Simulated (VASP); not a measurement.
# Ta4S in VASP: relaxation of the atoms with PBE

Aim: the relaxation of the atoms of Ta4S with PBE.

Program: VASP 6.6.1. These are calculated values, not measurements. Logs are shortened: lines on timing, memory, paths and dates and some standing lists are left out, and cuts for length are marked.

## Step 1: The cell of the first run

The cell holds a slab with vacuum, 5 atoms: a = 3.319 Å, b = 3.319 Å, c = 20.300 Å, α = 90.00°, β = 90.00°, γ = 90.00°.

## Step 2: Relaxation of the atoms, PBE

Input file INCAR:

```
SYSTEM = Ta4S
ALGO     = Normal         ! electronic algorithm
DIPOL    = 0.5 0.5 0.350
EDIFF    = 1E-7           ! SCF threshold, eV
EDIFFG   = -0.025         ! ionic threshold
ENCUT    = 450            ! plane-wave cutoff, eV
GGA      = PE             ! functional
GGA_COMPAT= .FALSE.      
IBRION   = 2              ! ionic algorithm
IDIPOL   = 3            
ISIF     = 2              ! what is computed and relaxed
ISMEAR   = 0              ! smearing method
LASPH    = .TRUE.         ! aspherical terms in the spheres
LCHARG   = .FALSE.        ! write CHGCAR
LDIPOL   = .TRUE.       
LREAL    = .FALSE.        ! projectors in reciprocal space
LWAVE    = .FALSE.        ! write WAVECAR
NELM     = 120            ! most SCF steps
NELMDL   = -8           
NELMIN   = 4            
NSW      = 36             ! ionic steps
PREC     = Accurate       ! precision mode
SIGMA    = 0.1            ! smearing width, eV
```

Input file KPOINTS:

```
k-points
0
G
  8 8 1
  0 0 0
```

Input file POSCAR:

```
Ta4S
1.0
    3.3189671341      0.0000000000      0.0000000000
    0.0000000000      3.3189671341      0.0000000000
    0.0000000000      0.0000000000     20.2996559613
Ta S
4 1
Selective dynamics
Direct
    0.5000000000      0.5000000000      0.1970476745  F F F
    0.0000000000      0.0000000000      0.2787970189  F F F
    0.5000000000      0.5000000000      0.3599139055  F F F
    0.0000000000      0.0000000000      0.4334879359  F F F
    0.5000000000      0.5000000000      0.4797941394  F F T
```

Potentials or basis: VASP PAW PBE potentials, release 64 (Ta_pv, S).

The run is started by

```sh
cat potpaw_PBE.64/Ta_pv/POTCAR potpaw_PBE.64/S/POTCAR > POTCAR
mpirun -np 1 vasp_std > vasp.out
```

OUTCAR:

```text
SYSTEM = Ta4S
   EDIFF = 1E-7
   EDIFFG = -0.025
   ENCUT = 450
   GGA = PE
   IBRION = 2
   ISIF = 2
   ISMEAR = 0
   LASPH = .TRUE.
   LREAL = .FALSE.
   NELM = 120
   NELMDL = -8
   NELMIN = 4
   NSW = 36
   PREC = Accurate

 ion  position               nearest neighbor table
   1  0.500  0.500  0.197-   2 2.87   2 2.87   2 2.87   2 2.87   3 3.31
   2  0.000  0.000  0.279-   3 2.87   3 2.87   3 2.87   3 2.87   1 2.87   1 2.87   1 2.87   1 2.87
                             4 3.14
   3  0.500  0.500  0.360-   5 2.43   4 2.78   4 2.78   4 2.78   4 2.78   2 2.87   2 2.87   2 2.87
                             2 2.87   1 3.31
   4  0.000  0.000  0.433-   5 2.53   5 2.53   5 2.53   5 2.53   3 2.78   3 2.78   3 2.78   3 2.78
                             2 3.14
   5  0.500  0.500  0.480-   3 2.43   4 2.53   4 2.53   4 2.53   4 2.53

  LATTYP: Found a simple tetragonal cell.
 ALAT       =     3.3189671341
 C/A-ratio  =     6.1162569984

  Lattice vectors:

 A1 = (   3.3189671341,   0.0000000000,   0.0000000000)
 A2 = (   0.0000000000,   3.3189671341,   0.0000000000)
 A3 = (   0.0000000000,   0.0000000000,  20.2996559613)

Analysis of symmetry for initial positions (statically):
=====================================================================
 Subroutine PRICEL returns:
 Original cell was already a primitive cell.

 Routine SETGRP: Setting up the symmetry group for a
 simple tetragonal supercell.

 Subroutine GETGRP returns: Found  8 space group operations
 (whereof  8 operations were pure point group operations)
 out of a pool of 16 trial point group operations.

The static configuration has the point symmetry C_4v.

Analysis of symmetry for dynamics (positions and initial velocities):
=====================================================================
 Subroutine PRICEL returns:
 Original cell was already a primitive cell.

 Routine SETGRP: Setting up the symmetry group for a
 simple tetragonal supercell.

 Subroutine GETGRP returns: Found  8 space group operations
 (whereof  8 operations were pure point group operations)
 out of a pool of 16 trial point group operations.

The dynamic configuration has the point symmetry C_4v.

Analysis of constrained symmetry for selective dynamics:
=====================================================================
 Subroutine PRICEL returns:
 Original cell was already a primitive cell.

 Routine SETGRP: Setting up the symmetry group for a
 simple tetragonal supercell.

 Subroutine GETGRP returns: Found  8 space group operations
 (whereof  8 operations were pure point group operations)
 out of a pool of 16 trial point group operations.

The constrained configuration has the point symmetry C_4v.

 Subroutine INISYM returns: Found  8 space group operations
 (whereof  8 operations are pure point group operations),
 and found     1 'primitive' translations

----------------------------------------------------------------------------------------

                                     Primitive cell

  volume of cell :     223.6117

  direct lattice vectors                    reciprocal lattice vectors
     3.318967134  0.000000000  0.000000000     0.301298555  0.000000000  0.000000000
     0.000000000  3.318967134  0.000000000     0.000000000  0.301298555  0.000000000
     0.000000000  0.000000000 20.299655961     0.000000000  0.000000000  0.049261919

  length of vectors
     3.318967134  3.318967134 20.299655961     0.301298555  0.301298555  0.049261919

  position of ions in fractional coordinates (direct lattice)
     0.500000000  0.500000000  0.197047674
     0.000000000  0.000000000  0.278797019
     0.500000000  0.500000000  0.359913906
     0.000000000  0.000000000  0.433487936
     0.500000000  0.500000000  0.479794139

  ion indices of the primitive-cell ions
   primitive index   ion index
                 1           1
                 2           2
                 3           3
                 4           4
                 5           5

----------------------------------------------------------------------------------------

 KPOINTS: k-points

Automatic generation of k-mesh.
 Grid dimensions read from file:
 generate k-points for:    8    8    1

 Generating k-lattice:

  Cartesian coordinates                     Fractional coordinates (reciprocal lattice)
     0.037662319  0.000000000  0.000000000     0.125000000  0.000000000  0.000000000
     0.000000000  0.037662319  0.000000000     0.000000000  0.125000000  0.000000000
     0.000000000  0.000000000  0.049261919     0.000000000  0.000000000  1.000000000

  Length of vectors
     0.037662319  0.037662319  0.049261919

  Shift w.r.t. Gamma in fractional coordinates (k-lattice)
     0.000000000  0.000000000  0.000000000

 Subroutine IBZKPT returns following result:
 ===========================================

 Found     15 irreducible k-points:

 Following reciprocal coordinates:
            Coordinates               Weight
  0.000000  0.000000  0.000000      1.000000
  0.125000  0.000000  0.000000      4.000000
  0.250000  0.000000  0.000000      4.000000
  0.375000  0.000000  0.000000      4.000000
  0.500000  0.000000  0.000000      2.000000
  0.125000  0.125000  0.000000      4.000000
  0.250000  0.125000  0.000000      8.000000
  0.375000  0.125000  0.000000      8.000000
  0.500000  0.125000  0.000000      4.000000
  0.250000  0.250000  0.000000      4.000000
  0.375000  0.250000  0.000000      8.000000
  0.500000  0.250000  0.000000      4.000000
  0.375000  0.375000  0.000000      4.000000
  0.500000  0.375000  0.000000      4.000000
  0.500000  0.500000  0.000000      1.000000
   k-points           NKPTS =     15   k-points in BZ     NKDIM =     15   number of bands    NBANDS=     30
   number of dos      NEDOS =    301   number of ions     NIONS =      5
   total plane-waves  NPLWV =  80640
   dimension x,y,z NGX =    24 NGY =   24 NGZ =  140
   dimension x,y,z NGXF=    48 NGYF=   48 NGZF=  280
   ions per type =               4   1
   NGX,Y,Z   is equivalent  to a cutoff of  12.02, 12.02, 11.47 a.u.
   NGXF,Y,Z  is equivalent  to a cutoff of  24.04, 24.04, 22.93 a.u.
 SYSTEM =  Ta4S
   PREC   = accura    normal or accurate (medium, high low for compatibility)
   ISTART =      0    job   : 0-new  1-cont  2-samecut
   ICHARG =      2    charge: 1-file 2-atom 10-const
   ISPIN  =      1    spin polarized calculation?
   LNONCOLLINEAR =      F non collinear calculations
   LSORBIT =      F    spin-orbit coupling
   LASPH  =      T    aspherical Exc in radial PAW
   ENCUT  =  450.0 eV  33.07 Ry    5.75 a.u.   5.74  5.74 35.11*2*pi/ulx,y,z
   NELM   =    120;   NELMIN=  4; NELMDL= -8     # of ELM steps
   EDIFF  = 0.1E-06   stopping-criterion for ELM
   LREAL  =      F    real-space projection
   EDIFFG = -.3E-01   stopping-criterion for IOM
   NSW    =     36    number of steps for IOM
   IBRION =      2    ionic relax: 0-MD 1-quasi-New 2-CG
   NFREE  =      1    steps in history (QN), initial steepest desc. (CG)
   ISIF   =      2    stress and relaxation
   ISYM   =      2    0-nonsym 1-usesym 2-fastsym
   POTIM  = 0.5000    time-step for ionic-motion
   TEBEG  =    0.0;   TEEND  =   0.0 temperature during run
   PSTRESS=    0.0 pullay stress
   NELECT =      50.0000    total number of electrons
   NUPDOWN=      -1.0000    fix difference up-down
   EMIN   =  10.00;   EMAX   =-10.00  energy-range for DOS
   EFERMI =   0.00;   METHOD = LEGACY
   ISMEAR =     0;   SIGMA  =   0.10  broadening in eV -4-tet -1-fermi 0-gaus
   EFERMI_NEDOS =   21; number of points for ismear=-14 and -15
   IALGO  =     38    algorithm
   IMIX   =      4    mixing-type and parameters
     AMIX     =   0.40;   BMIX     =  1.00
     AMIX_MAG =   1.60;   BMIX_MAG =  1.00
  volume/ion in A,a.u.               =      44.72       301.80
  Fermi-wavevector in a.u.,A,eV,Ry     =   0.993650  1.877726 13.433572  0.987340
  Thomas-Fermi vector in A             =   2.125546
   LORBIT       =      0    0 simple, 1 ext, 2 COOP (PROOUT), +10 PAW based schemes
   GGA     = PE    functional components
   LHFCALC =     F    Hartree Fock is set to
   AEXX    =    0.0000 exact exchange contribution
   IVDW    =     0    specifies the selected vdW correction
   LEPSILON=     F    determine dielectric tensor
   LRPA    =     F    only Hartree local field effects (RPA)
 conjugate gradient relaxation of ions
 non-spin polarized calculation
 Gauss-broadening in eV      SIGMA  =   0.10
  energy-cutoff  :      450.00
  volume of cell :      223.61
 maximum number of plane-waves:      4867
 NGX is ok and might be reduce to    24
   NGX = 11   NGY = 11   NGZ = 71

--------------------------------------- Ionic step        1  -------------------------------------------

 number of electron      50.0000005 magnetization

 Free energy of the ion-electron system (eV)
  ---------------------------------------------------
  ext. energy  EPLUGINS =         0.00000000
  ---------------------------------------------------
  free energy    TOTEN  =       -50.74772233 eV

  energy without entropy =      -50.73288013  energy(sigma->0) =      -50.74030123

------------------------ aborting loop because EDIFF is reached ----------------------------------------

  FORCE on cell =-STRESS in cart. coord.  units (eV):
  Direction    XX          YY          ZZ          XY          YZ          ZX
  --------------------------------------------------------------------------------------
  -------------------------------------------------------------------------------------
  Total       -0.4346171     -0.4346171      5.6665560      0.0000000      0.0000000     -0.0000000
  in kB       -3.1140301     -3.1140301     40.6008560      0.0000000      0.0000000     -0.0000000
  external PRESSURE =      11.4575986 kB  Pullay stress =       0.0000000 kB
[... 59 lines left out ...]
  FREE ENERGIE OF THE ION-ELECTRON SYSTEM (eV)
  ---------------------------------------------------
  free  energy   TOTEN  =       -50.9279046642 eV

  energy  without entropy=      -50.9156205289  energy(sigma->0) =      -50.92176260

 dipolmoment           0.000000      0.000000      0.001431 electrons x Angstroem

--------------------------------------- Ionic step        3  -------------------------------------------

 number of electron      50.0000003 magnetization

 dipolmoment           0.000000      0.000000     -0.000918 electrons x Angstroem

 Free energy of the ion-electron system (eV)
  ---------------------------------------------------
  ext. energy  EPLUGINS =         0.00000000
  ---------------------------------------------------
  free energy    TOTEN  =       -50.96796467 eV

  energy without entropy =      -50.95281879  energy(sigma->0) =      -50.96039173

 E-fermi :   0.1482     XC(G=0):  -5.7286

 val. band max:        0.1295745190   @ k =   0.0000   0.0000   0.0000
 cond. band min:       0.1495499896   @ k =   0.2500   0.2500   0.0000
 fundamental gap:      0.0199754706
 Fermi energy:         0.1481872999

 k-point     1 :       0.0000    0.0000    0.0000
  band No.  band energies     occupation
      1     -34.7968      2.00000
      2     -34.7776      2.00000
      3     -34.7776      2.00000
      4     -34.6583      2.00000
      5     -34.6196      2.00000
      6     -34.6196      2.00000
[... 484 lines left out ...]
     29       2.4644      0.00000
     30       2.9679      0.00000

------------------------ aborting loop because EDIFF is reached ----------------------------------------

 vacuum level on the upper side and lower side of the slab       (xc-potential included)        -0.151        -0.200

  FORCE on cell =-STRESS in cart. coord.  units (eV):
  Direction    XX          YY          ZZ          XY          YZ          ZX
  --------------------------------------------------------------------------------------
  -------------------------------------------------------------------------------------
  Total       -2.0014056     -2.0014056      0.8126784      0.0000000      0.0000000      0.0000000
  in kB      -14.3400645    -14.3400645      5.8228381      0.0000000      0.0000000      0.0000000
  external PRESSURE =      -7.6190970 kB  Pullay stress =       0.0000000 kB
[... 20 lines left out ...]
  FREE ENERGIE OF THE ION-ELECTRON SYSTEM (eV)
  ---------------------------------------------------
  free  energy   TOTEN  =       -50.9679646713 eV

  energy  without entropy=      -50.9528187877  energy(sigma->0) =      -50.96039173

 reached required accuracy - stopping structural energy minimisation

 vacuum level on the upper side and lower side of the slab         4.139         4.085
```

Run time: 6.6 min. Hardware: 1 thread of Intel Xeon Platinum 8275CL at 3.00GHz (Skylake/Cascade Lake), shared host; peak memory 0.31 GiB.

Results:

| Item | Value |
| --- | --- |
| Free energy | -50.9680 eV |
| Energy gained by relaxing | 44.0 meV/atom |
| Ionic steps | 3 |
| Band gap on the k mesh | zero (bands 25 and 26 overlap by 0.25 eV) |

The path:
| step | energy change (eV) | largest force on free atoms (eV/Å) | pressure (GPa) |
| --- | --- | --- | --- |
| 1 | 0.0000 | 2.3188 | 1.15 |
| 2 | -0.1802 | 0.9365 | -0.01 |
| 3 | -0.2202 | 0.0094 | -0.76 |

Final structure:
```
Ta S
1.0
     3.31897    0.00000    0.00000
     0.00000    3.31897    0.00000
     0.00000    0.00000   20.29966
Ta S
4 1
Direct
  0.50000 0.50000 0.19705
  0.00000 0.00000 0.27880
  0.50000 0.50000 0.35991
  0.00000 0.00000 0.43349
  0.50000 0.50000 0.48960
```

Levels at points of the mesh, in eV from the Fermi level:
```csv
k point,band 23,band 24,band 25,band 26,band 27,band 28
"(0.00, 0.00, 0.00)",-0.08,-0.02,0.25,0.25,0.54,0.54
"(0.50, 0.00, 0.00)",-0.98,-0.84,-0.10,0.05,0.98,1.07
"(0.50, 0.50, 0.00)",-1.76,-0.44,-0.44,1.80,2.08,2.08
```

Caveat: spin-orbit coupling is left out, which moves the levels of the heavy elements.
